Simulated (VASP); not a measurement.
C8F, 9 atoms in the cell. The cell holds a slab with vacuum, 9 atoms: a = 2.465 Å, b = 2.465 Å, c = 29.108 Å, α = 90.00°, β = 90.00°, γ = 120.00°. 

```yaml
Program: VASP 6.6.1
Task: single point
Functional: PBE
Dispersion: D3(BJ)
Potentials_or_basis: VASP PAW PBE potentials, release 64 (C, F)
Cutoff: 520 eV
k_mesh: 12 × 12 × 1
Occupations: gaussian, width 0.1 eV
Spin: no spin polarisation
Dipole_correction: yes
Further_INCAR_settings: ALGO = Normal; EDIFF = 1e-07; NBANDS = 30
```

Potentials or basis: VASP PAW PBE potentials, release 64 (C, F).

Run with:

```bash
$ cat potpaw_PBE.64/C/POTCAR potpaw_PBE.64/F/POTCAR > POTCAR
$ mpirun -np 1 vasp_std > vasp.out
```

Hardware: 1 thread of Intel(R) Xeon(R) 6975P-C (Granite Rapids) (shared host).

Problem. Estimate the wall time of this run.

Solution. It took 110 s on 1 thread of Intel(R) Xeon(R) 6975P-C (Granite Rapids), on a shared host, peak memory 0.28 GiB. Counts: scf iterations 40, k points 19.
